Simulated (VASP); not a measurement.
A run of VASP 6.6.1:

INCAR

```
PREC = Accurate
ENCUT = 520
EDIFF = 1E-6
ISMEAR = 0
SIGMA = 0.02
LREAL = False
LASPH = True
NELM = 60
ALGO = Normal
ISIF = 2
LWAVE = False
LCHARG = False
GGA = PS
NBANDS = 16
```

The input KPOINTS:

```
Automatic mesh
0
Gamma
  6 6 4
```

POSCAR

```
MgS
1.0
    4.2100862796      0.0000000000      0.0000000000
   -2.1050431398      3.6460416703      0.0000000000
    0.0000000000      0.0000000000      5.9017776010
Mg S
2 2
Direct
    0.6666666667      0.3333333333      0.4774380736
    0.3333333333      0.6666666667      0.9774380736
    0.3333333333      0.6666666667      0.3975609264
    0.6666666667      0.3333333333      0.8975609264
```

Potentials or basis: VASP PAW PBE potentials, release 64 (Mg, S).

Launch:

```bash
$ cat potpaw_PBE.64/Mg/POTCAR potpaw_PBE.64/S/POTCAR > POTCAR
$ mpirun -np 1 vasp_std > vasp.out
```

Hardware: 1 thread of Intel Xeon 8259CL, on a shared host.

Q: How long does it take, and how much memory?

A: It took 51 s on 1 thread of Intel Xeon 8259CL (shared host), peak memory 0.22 GiB. Counts: scf iterations 14, k points 21.
